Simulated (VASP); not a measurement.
# CSO4 in VASP: notebook

CSO4 is run at these levels: PBE; tasks: single point.

All numbers are computed with VASP 6.6.1; they aren't measurements. Logs are shortened: lines on timing, memory, paths and dates and some standing lists are left out, and cuts for length are marked.

## Step 1: The cell of the first run

The cell holds an amorphous packing of atoms, 36 atoms: a = 9.435 Å, b = 9.435 Å, c = 9.435 Å, α = 90.00°, β = 90.00°, γ = 90.00°.

## Step 2: Single point, PBE

INCAR

```
PREC = Accurate
ENCUT = 520
EDIFF = 1E-7
ISMEAR = -1
SIGMA = 0.02
LREAL = Auto
LASPH = T
NELM = 60
ALGO = Normal
ISIF = 2
LWAVE = F
LCHARG = T
GGA = PE
LELF = T
LVHAR = T
NBANDS = 126
```

KPOINTS

```
Automatic mesh
0
Gamma
  1 1 1
```

POSCAR

```
CSO4
1.0
    9.4353880000      0.0000000000      0.0000000000
    0.0000000000      9.4353880000      0.0000000000
    0.0000000000      0.0000000000      9.4353880000
C O S
6 24 6
Direct
    0.0392458689      0.2158681763      0.8271201990
    0.3686546860     -0.0058821110      0.8914312798
    0.4041381234      0.5032225490      0.8159918808
    0.7780072213      0.5100691143      0.6707408323
    0.5936586816      0.1205885757      0.1917144266
    0.8186096852      0.3671073198      0.2240819349
    0.1220617531      0.3072263695      0.8194045650
   -0.0390127041      0.1189882175      0.8232623820
    0.3140199428      0.0609195933      0.8012919024
    0.4291609418     -0.0710834573      0.9774584787
    0.4249109841      0.3803341209      0.8155255513
    0.3705306025      0.6217232402      0.8057114344
    0.6749166012      0.5420338835      0.6093761062
    0.8831433323      0.4755925247      0.7266579816
    0.6701897156      0.0594146208      0.2666662993
    0.5225752243      0.1918628042      0.1123006282
    0.7568846135      0.4288641866      0.3108828169
    0.8760530039      0.2977619998      0.1391887647
    0.5446198927      0.7001301907      0.2473348208
    0.4898155752      0.8108834528      0.4838274801
    0.1228460345      0.9426003467      0.1225810746
   -0.0056807415      0.9749148631      0.3496093642
    0.7693907235      0.1958372035      0.5821700178
    0.6217868306      0.0284355026      0.7102940547
    0.1767176930      0.5588641400      0.2138756774
    0.1754988772      0.2912757801      0.1961339587
    0.6940361117      0.7010310546     -0.1005999965
    0.8508606111      0.7471340871      0.1146746694
    0.4250593616      0.2990973980      0.4159235423
    0.2779959870      0.0793184128      0.4549150496
    0.4878972651      0.6869881769      0.3905721736
    0.0922908523      0.8945684057      0.2647267924
    0.7404782930      0.0486572465      0.6139016223
    0.1863304403      0.4285992267      0.1284737840
    0.7584531765      0.7969995511     -0.0019395069
    0.3060181521      0.2295189133      0.4875051243
```

Potentials or basis: VASP PAW PBE potentials, release 64 (C, O, S).

Command:

```console
> cat potpaw_PBE.64/C/POTCAR potpaw_PBE.64/O/POTCAR potpaw_PBE.64/S/POTCAR > POTCAR
> mpirun -np 1 vasp_gam > vasp.out
```

OUTCAR:

```text
PREC = Accurate
   ENCUT = 520
   EDIFF = 1E-7
   ISMEAR = -1
   LREAL = Auto
   LASPH = T
   NELM = 60
   ISIF = 2
   GGA = PE

 ion  position               nearest neighbor table
   1  0.039  0.216  0.827-   7 1.17   8 1.18
   2  0.369  0.994  0.891-  10 1.17   9 1.18
   3  0.404  0.503  0.816-  12 1.17  11 1.18
   4  0.778  0.510  0.671-  14 1.17  13 1.17
   5  0.594  0.121  0.192-  15 1.16  16 1.21
   6  0.819  0.367  0.224-  17 1.16  18 1.17
   7  0.122  0.307  0.819-   1 1.17
   8  0.961  0.119  0.823-   1 1.18
   9  0.314  0.061  0.801-   2 1.18
  10  0.429  0.929  0.977-   2 1.17
  11  0.425  0.380  0.816-   3 1.18
  12  0.371  0.622  0.806-   3 1.17
[... 16 lines left out ...]
  29  0.425  0.299  0.416-  36 1.47
  30  0.278  0.079  0.455-  36 1.47
  31  0.488  0.687  0.391-  19 1.46  20 1.46
  32  0.092  0.895  0.265-  22 1.44  21 1.44
  33  0.740  0.049  0.614-  23 1.45  24 1.46
  34  0.186  0.429  0.128-  26 1.45  25 1.47
  35  0.758  0.797  0.998-  27 1.43  28 1.48
  36  0.306  0.230  0.488-  29 1.47  30 1.47

  LATTYP: Found a simple cubic cell.
 ALAT       =     9.4353880000

  Lattice vectors:

 A1 = (   9.4353880000,   0.0000000000,   0.0000000000)
 A2 = (   0.0000000000,   9.4353880000,   0.0000000000)
 A3 = (   0.0000000000,   0.0000000000,   9.4353880000)

Analysis of symmetry for initial positions (statically):
=====================================================================
 Subroutine PRICEL returns:
 Original cell was already a primitive cell.

 Routine SETGRP: Setting up the symmetry group for a
 simple cubic supercell.

 Subroutine GETGRP returns: Found  1 space group operations
 (whereof  1 operations were pure point group operations)
 out of a pool of 48 trial point group operations.

The static configuration has the point symmetry C_1 .

Analysis of symmetry for dynamics (positions and initial velocities):
=====================================================================
 Subroutine PRICEL returns:
 Original cell was already a primitive cell.

 Routine SETGRP: Setting up the symmetry group for a
 simple cubic supercell.

 Subroutine GETGRP returns: Found  1 space group operations
 (whereof  1 operations were pure point group operations)
 out of a pool of 48 trial point group operations.

The dynamic configuration has the point symmetry C_1 .

 Subroutine INISYM returns: Found  1 space group operations
 (whereof  1 operations are pure point group operations),
 and found     1 'primitive' translations

----------------------------------------------------------------------------------------

                                     Primitive cell

  volume of cell :     840.0000

  direct lattice vectors                    reciprocal lattice vectors
     9.435388000  0.000000000  0.000000000     0.105983983  0.000000000  0.000000000
     0.000000000  9.435388000  0.000000000     0.000000000  0.105983983  0.000000000
     0.000000000  0.000000000  9.435388000     0.000000000  0.000000000  0.105983983

  length of vectors
     9.435388000  9.435388000  9.435388000     0.105983983  0.105983983  0.105983983

  position of ions in fractional coordinates (direct lattice)
     0.039245869  0.215868176  0.827120199
     0.368654686  0.994117889  0.891431280
     0.404138123  0.503222549  0.815991881
     0.778007221  0.510069114  0.670740832
     0.593658682  0.120588576  0.191714427
     0.818609685  0.367107320  0.224081935
[... 28 lines left out ...]
     0.758453176  0.796999551  0.998060493
     0.306018152  0.229518913  0.487505124

  ion indices of the primitive-cell ions
   primitive index   ion index
                 1           1
                 2           2
                 3           3
                 4           4
                 5           5
                 6           6
[... 28 lines left out ...]
                35          35
                36          36

----------------------------------------------------------------------------------------

 KPOINTS: Automatic mesh

Automatic generation of k-mesh.
 Grid dimensions read from file:
 generate k-points for:    1    1    1

 Generating k-lattice:

  Cartesian coordinates                     Fractional coordinates (reciprocal lattice)
     0.105983983  0.000000000  0.000000000     1.000000000  0.000000000  0.000000000
     0.000000000  0.105983983  0.000000000     0.000000000  1.000000000  0.000000000
     0.000000000  0.000000000  0.105983983     0.000000000  0.000000000  1.000000000

  Length of vectors
     0.105983983  0.105983983  0.105983983

  Shift w.r.t. Gamma in fractional coordinates (k-lattice)
     0.000000000  0.000000000  0.000000000

 Subroutine IBZKPT returns following result:
 ===========================================

 Found      1 irreducible k-points:

 Following reciprocal coordinates:
            Coordinates               Weight
  0.000000  0.000000  0.000000      1.000000
   k-points           NKPTS =      1   k-points in BZ     NKDIM =      1   number of bands    NBANDS=    126
   number of dos      NEDOS =    301   number of ions     NIONS =     36
   total plane-waves  NPLWV = 343000
   dimension x,y,z NGX =    70 NGY =   70 NGZ =   70
   dimension x,y,z NGXF=   140 NGYF=  140 NGZF=  140
   ions per type =               6  24   6
   NGX,Y,Z   is equivalent  to a cutoff of  12.33, 12.33, 12.33 a.u.
   NGXF,Y,Z  is equivalent  to a cutoff of  24.67, 24.67, 24.67 a.u.
 SYSTEM =  unknown system
   PREC   = accura    normal or accurate (medium, high low for compatibility)
   ISTART =      0    job   : 0-new  1-cont  2-samecut
   ICHARG =      2    charge: 1-file 2-atom 10-const
   ISPIN  =      1    spin polarized calculation?
   LNONCOLLINEAR =      F non collinear calculations
   LSORBIT =      F    spin-orbit coupling
   LASPH  =      T    aspherical Exc in radial PAW
   ENCUT  =  520.0 eV  38.22 Ry    6.18 a.u.  17.54 17.54 17.54*2*pi/ulx,y,z
   NELM   =     60;   NELMIN=  2; NELMDL= -5     # of ELM steps
   EDIFF  = 0.1E-06   stopping-criterion for ELM
   LREAL  =      T    real-space projection
   EDIFFG = 0.1E-05   stopping-criterion for IOM
   NSW    =      0    number of steps for IOM
   IBRION =     -1    ionic relax: 0-MD 1-quasi-New 2-CG
   NFREE  =      0    steps in history (QN), initial steepest desc. (CG)
   ISIF   =      2    stress and relaxation
   ISYM   =      2    0-nonsym 1-usesym 2-fastsym
   POTIM  = 0.5000    time-step for ionic-motion
   TEBEG  =    0.0;   TEEND  =   0.0 temperature during run
   PSTRESS=    0.0 pullay stress
   NELECT =     204.0000    total number of electrons
   NUPDOWN=      -1.0000    fix difference up-down
   EMIN   =  10.00;   EMAX   =-10.00  energy-range for DOS
   EFERMI =   0.00;   METHOD = LEGACY
   ISMEAR =    -1;   SIGMA  =   0.02  broadening in eV -4-tet -1-fermi 0-gaus
   EFERMI_NEDOS =   21; number of points for ismear=-14 and -15
   IALGO  =     38    algorithm
   IMIX   =      4    mixing-type and parameters
     AMIX     =   0.40;   BMIX     =  1.00
     AMIX_MAG =   1.60;   BMIX_MAG =  1.00
  volume/ion in A,a.u.               =      23.33       157.46
  Fermi-wavevector in a.u.,A,eV,Ry     =   1.021390  1.930148 14.194121  1.043238
  Thomas-Fermi vector in A             =   2.155012
   LORBIT       =      0    0 simple, 1 ext, 2 COOP (PROOUT), +10 PAW based schemes
   GGA     = PE    functional components
   LHFCALC =     F    Hartree Fock is set to
   AEXX    =    0.0000 exact exchange contribution
   IVDW    =     0    specifies the selected vdW correction
   LEPSILON=     F    determine dielectric tensor
   LRPA    =     F    only Hartree local field effects (RPA)
 non-spin polarized calculation
  energy-cutoff  :      520.00
  volume of cell :      840.00
 maximum number of plane-waves:     11324
 NGX is ok and might be reduce to    70
   NGX = 35   NGY = 35   NGZ = 35

 number of electron     203.9999983 magnetization

 Free energy of the ion-electron system (eV)
  ---------------------------------------------------
  ext. energy  EPLUGINS =         0.00000000
  ---------------------------------------------------
  free energy    TOTEN  =      -240.41867779 eV

  energy without entropy =     -240.41867779  energy(sigma->0) =     -240.41867779

 E-fermi :  -3.1021     XC(G=0):  -6.3432

 val. band max:       -3.6022822213   @ k =   0.0000   0.0000   0.0000
 cond. band min:      -0.7911145670   @ k =   0.0000   0.0000   0.0000
 fundamental gap:      2.8111676543
 Fermi energy:        -3.1021420623

 k-point     1 :       0.0000    0.0000    0.0000
  band No.  band energies     occupation
      1     -25.4191      2.00000
      2     -25.2754      2.00000
      3     -25.1794      2.00000
      4     -25.1274      2.00000
      5     -25.0930      2.00000
      6     -24.8830      2.00000
[... 106 lines left out ...]
    113       3.1586      0.00000
    114       3.2328      0.00000
 [bands above 114 left out]

------------------------ aborting loop because EDIFF is reached ----------------------------------------

  FORCE on cell =-STRESS in cart. coord.  units (eV):
  Direction    XX          YY          ZZ          XY          YZ          ZX
  --------------------------------------------------------------------------------------
  -------------------------------------------------------------------------------------
  Total        3.1249456      0.6102117     -0.1368797     -0.1364048      0.6740532     -0.8724726
  in kB        5.9603774      1.1638897     -0.2610780     -0.2601723      1.2856580     -1.6641141
  external PRESSURE =       2.2877297 kB  Pullay stress =       0.0000000 kB

 VOLUME and BASIS-vectors are now :
 -----------------------------------------------------------------------------
  energy-cutoff  :      520.00
  volume of cell :      840.00
      direct lattice vectors                 reciprocal lattice vectors
     9.435388000  0.000000000  0.000000000     0.105983983  0.000000000  0.000000000
     0.000000000  9.435388000  0.000000000     0.000000000  0.105983983  0.000000000
     0.000000000  0.000000000  9.435388000     0.000000000  0.000000000  0.105983983

 POSITION                                       TOTAL-FORCE (eV/Angst)
 -----------------------------------------------------------------------------------
      0.37030      2.03680      7.80420        -0.242500     -0.922439     -0.633137
      3.47840      9.37989      8.41100         0.038834      0.451866     -0.811356
      3.81320      4.74810      7.69920        -0.474168     -0.898911     -0.637015
      7.34080      4.81270      6.32870        -0.088410     -0.190269     -0.406090
      5.60140      1.13780      1.80890        -1.904307      2.450155     -2.394537
      7.72390      3.46380      2.11430        -0.152944     -0.428131     -0.008065
[... 28 lines left out ...]
      7.15630      7.52000      9.41709         1.031705      0.745088      1.667948
      2.88740      2.16560      4.59980         0.351989     -0.962837     -0.626132
 -----------------------------------------------------------------------------------
    total drift:                                0.018085     -0.013043     -0.021620

  FREE ENERGIE OF THE ION-ELECTRON SYSTEM (eV)
  ---------------------------------------------------
  free  energy   TOTEN  =      -240.4186777928 eV

  energy  without entropy=     -240.4186777928  energy(sigma->0) =     -240.41867779
```

Run time: 2.1 min. Hardware: 1 thread of Intel Xeon 6975P-C (Granite Rapids), shared host; peak memory 0.68 GiB.

Results:

* Free energy: -240.4187 eV
* Pressure: 0.2 GPa
* Largest force: 3.920 eV/Å
* Band gap on the k mesh: 2.81 eV

Forces in eV/Å, atoms in the order of the input:
```
C   -0.242 -0.922 -0.633
C    0.039  0.452 -0.811
C   -0.474 -0.899 -0.637
C   -0.088 -0.190 -0.406
C   -1.904  2.450 -2.395
C   -0.153 -0.428 -0.008
O    0.393  0.826  0.322
O   -0.171 -0.009  0.441
O   -0.225 -0.182  0.248
O    0.160 -0.479  0.567
O    0.538 -0.114  0.348
O    0.013  1.103  0.256
O   -0.388  0.190 -0.010
O    0.440 -0.004  0.415
O    0.396 -0.752  0.642
O    1.413 -1.635  1.745
O   -0.499  0.890  0.889
O    0.568 -0.346 -0.931
O   -0.172  0.047  0.409
O    0.065 -0.613 -0.600
O    0.048  0.125 -0.226
O   -0.410  0.250  0.260
O    0.405  0.114 -0.459
O    0.320 -0.487 -0.106
O    0.040 -1.088 -0.378
O    0.056  0.183  0.186
O   -0.058 -0.845 -0.253
O   -0.962 -0.013 -1.375
O   -0.568 -0.378  0.435
O    0.331  1.334  0.280
S    0.032  0.563  0.094
S    0.298 -0.306 -0.033
S   -0.737  0.420  0.433
S    0.117  0.963  0.249
S    1.032  0.745  1.668
S    0.352 -0.963 -0.626
```

Levels at points of the mesh, in eV from the valence-band top:
```csv
k point,band 99,band 100,band 101,band 102,band 103,band 104,band 105,band 106
"(0.00, 0.00, 0.00)",-0.36,-0.29,-0.18,0.00,2.81,3.05,3.08,3.27
```

Caveat: the k points lie up to 0.67 Å⁻¹ apart.

## Step 3: Single point, PBE

INCAR

```
SYSTEM = CSO4
PREC     = Accurate       ! precision mode
ENCUT    = 520            ! plane-wave cutoff, eV
EDIFF    = 1E-6           ! SCF threshold, eV
ISMEAR   = -1             ! smearing method
SIGMA    = 0.02           ! smearing width, eV
LREAL    = Auto         
LASPH    = .True.         ! aspherical terms in the spheres
NELM     = 60             ! most SCF steps
ALGO     = Normal         ! electronic algorithm
ISIF     = 2              ! what is computed and relaxed
LWAVE    = .False.        ! write WAVECAR
LCHARG   = .True.         ! write CHGCAR
GGA      = PE             ! functional
LELF     = .True.         ! ELF
LVHAR    = .True.       
NBANDS   = 126            ! bands
```

KPOINTS

```
Automatic mesh
0
Gamma
  1 1 1
  0 0 0
```

POSCAR

```
CSO4
1.0
    9.4353880000      0.0000000000      0.0000000000
    0.0000000000      9.4353880000      0.0000000000
    0.0000000000      0.0000000000      9.4353880000
C O S
6 24 6
Direct
    0.0492083632      0.2075590320      0.8309568192
    0.3516230599     -0.0239629785      0.8774625908
    0.4169727837      0.4947226336      0.8016734447
    0.7852989193      0.5061901005      0.6865112489
    0.5810253908      0.1208429372      0.1951801028
    0.8355035320      0.3619988918      0.2481826926
    0.1222737210      0.3085511693      0.8193727698
   -0.0310003150      0.1089939280      0.8283284164
    0.3064632848      0.0311804878      0.7758663449
    0.4173967197     -0.0794985855      0.9663513573
    0.4338560322      0.3730000293      0.7781132053
    0.3876682125      0.6042782766      0.8493450402
    0.6757326779      0.4795881208      0.6338054143
    0.8997192272      0.5396068503      0.7326248799
    0.6373134841      0.0744961415      0.2964583968
    0.5286693033      0.1712807147      0.0951842150
    0.7631906605      0.4253667152      0.3247243251
    0.9011182158      0.2983237149      0.1638406391
    0.5369148571      0.6982648726      0.2539270245
    0.4867950316      0.8158752984      0.4950935775
    0.1189670208      0.9213611565      0.1074359634
   -0.0058715127      0.9694884831      0.3350153698
    0.7750502682      0.2096363181      0.5739456607
    0.6796858804      0.0310427086      0.7531115838
    0.1920005833      0.5671202922      0.1816035546
    0.2157727907      0.3052656658      0.1894887629
    0.6522572257      0.7322539359     -0.0854654838
    0.8496311969      0.7395032404      0.0933082985
    0.4506120999      0.2873119791      0.3792212890
    0.3133628421      0.0688365969      0.4307507015
    0.5173714107      0.6912275362      0.4047422321
    0.1110712140      0.9067247685      0.2588446813
    0.7283961190      0.0646502295      0.6088673831
    0.2004369084      0.4313548102      0.1060687700
    0.7817060623      0.7918275327     -0.0376349123
    0.3348987874      0.2192278685      0.4496476457
```

Potentials or basis: VASP PAW PBE potentials, release 64 (C, O, S).

Command:

```console
> cat potpaw_PBE.64/C/POTCAR potpaw_PBE.64/O/POTCAR potpaw_PBE.64/S/POTCAR > POTCAR
> mpirun -np 1 vasp_gam > vasp.out
```

Run time: 2.1 min. Hardware: 1 thread of Intel Xeon 6975P-C (Granite Rapids), shared host; peak memory 0.69 GiB.

The run converged. Its results:

- Free energy: -239.7373 eV
- Pressure: 0.5 GPa
- Largest force: 2.803 eV/Å
- Band gap on the k mesh: 2.82 eV

Forces in eV/Å, atoms in the order of the input:
```
C   -1.338 -1.146 -0.948
C    1.314 -0.234 -0.462
C   -0.378 -2.180  0.812
C    2.026  0.866  0.275
C    0.572 -0.174  0.818
C    0.052 -0.387 -0.894
O   -0.232 -0.525  0.399
O    1.580  1.570  0.485
O   -1.037  0.463 -0.404
O   -0.301 -0.333  0.889
O    0.332  0.220 -0.706
O   -0.191  1.829 -0.130
O    0.153  0.172  0.351
O   -2.154 -0.775 -0.622
O    0.046 -0.283 -0.331
O   -0.365  0.330 -0.745
O   -0.584  0.790  1.088
O    0.482 -0.284 -0.260
O   -0.021  0.616 -0.512
O    0.417 -0.997 -1.294
O   -0.057  0.317 -0.597
O   -0.321  0.215  0.045
O   -0.306 -1.249  0.559
O    0.290  0.532 -1.071
O   -0.017 -0.876 -0.449
O   -0.010 -0.870  0.376
O   -1.258 -0.989 -0.415
O   -0.789  0.162 -1.082
O    0.798  0.535 -0.324
O    0.043 -0.126 -0.206
S   -0.402  0.300  1.790
S    0.317 -0.520  0.526
S    0.059  0.564  0.467
S    0.011  1.874  0.142
S    2.254  0.613  1.550
S   -0.988 -0.021  0.880
```

Stress tensor (GPa, compression positive):
```
 0.77 -0.60 -0.05
-0.60  0.29 -0.11
-0.05 -0.11  0.51
```

Levels at points of the mesh, in eV from the valence-band top:
| k point | band 98 | band 99 | band 100 | band 101 | band 102 | band 103 | band 104 | band 105 | band 106 | band 107 |
| --- | --- | --- | --- | --- | --- | --- | --- | --- | --- | --- |
| (0.00, 0.00, 0.00) | -0.40 | -0.29 | -0.15 | -0.04 | 0.00 | 2.82 | 3.05 | 3.18 | 3.25 | 3.34 |

Caveat: the k points lie up to 0.67 Å⁻¹ apart.
